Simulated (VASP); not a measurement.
Here is a VASP 6.6.1 calculation.

INCAR

```
PREC = Accurate
ENCUT = 520
EDIFF = 1E-6
ISMEAR = 0
SIGMA = 0.1
LREAL = False
LASPH = True
NELM = 60
ALGO = Normal
ISIF = 2
LWAVE = False
LCHARG = False
GGA = PE
NBANDS = 28
```

Contents of KPOINTS:

```
regular mesh
0
Gamma
  12 12 6
```

The input POSCAR:

```
Ga2P3
1.0
    3.5605502092      0.0000000000      0.0000000000
   -1.7802751046      3.0835269326      0.0000000000
    0.0000000000      0.0000000000      8.3743842366
Ga P
2 3
Direct
    0.3333333333      0.6666666667      0.1679376936
    0.6666666667      0.3333333333      0.8320623064
    0.0000000000      0.0000000000      0.0000000000
    0.3333333333      0.6666666667      0.5747392603
    0.6666666667      0.3333333333      0.4252607397
```

Potentials or basis: VASP PAW PBE potentials, release 64 (Ga_d, P).

Command:

```sh
$ cat potpaw_PBE.64/Ga_d/POTCAR potpaw_PBE.64/P/POTCAR > POTCAR
$ mpirun -np 1 vasp_std > vasp.out
```

Q: What does it give for the pressure?

A: 0.0 GPa.

Q: What does it give for the band gap on the k mesh?

A: Zero (an odd number of electrons rules out a gap without spin polarisation).

Q: Estimate the largest force.

A: 0.030 eV/Å.

Forces on the atoms (eV/Å):
```
Ga   0.000  0.000  0.003
Ga   0.000  0.000 -0.003
P    0.000  0.000  0.000
P    0.000  0.000 -0.030
P    0.000  0.000  0.030
```
